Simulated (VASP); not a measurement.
Here is a VASP 6.6.1 calculation.

INCAR

```
SYSTEM = Ba4AlAs
ALGO = Normal ; EDIFF = 1E-7
EDIFFG = -0.04 ; ENCUT = 510
GGA = PE ; GGA_COMPAT = .False.
IBRION = 2 ; ISIF = 3
ISMEAR = 0 ; LASPH = .True.
LCHARG = .False. ; LREAL = .False.
LWAVE = .False. ; NELM = 120
NELMIN = 4 ; NSW = 90
PREC = Accurate ; SIGMA = 0.1
```

The input KPOINTS:

```
k-points
0
Gamma
  4 4 4
  0 0 0
```

Contents of POSCAR:

```
Ba4AlAs
1.0
    0.0000000000      4.3904850600      4.3904850600
    4.3904850600      0.0000000000      4.3904850600
    4.3904850600      4.3904850600      0.0000000000
Ba Al As
4 1 1
Direct
    0.3759208700      0.3759208700      0.8722373800
    0.8722373800      0.3759208700      0.3759208700
    0.3759208700      0.3759208700      0.3759208700
    0.3759208700      0.8722373800      0.3759208700
    0.0000000000      0.0000000000      0.0000000000
    0.7500000000      0.7500000000      0.7500000000
```

Potentials or basis: VASP PAW PBE potentials, release 64 (Ba_sv, Al, As_d).

Command:

```sh
$ cat potpaw_PBE.64/Ba_sv/POTCAR potpaw_PBE.64/Al/POTCAR potpaw_PBE.64/As_d/POTCAR > POTCAR
$ mpirun -np 1 vasp_std > vasp.out
```

(1) What does it give for the space group after relaxing (to 0.1 Å)?

(2) Estimate the relaxed volume.

(3) What does it give for the relaxed cell?

Results:

(1) F-43m (No. 216).

(2) 40.85 Å³/atom.

(3) a = 7.025 Å, b = 7.025 Å, c = 7.025 Å, α = 60.00°, β = 60.00°, γ = 60.00°.

Caveat: the volume moved by over 15 % at a fixed basis, so the end points are rough.
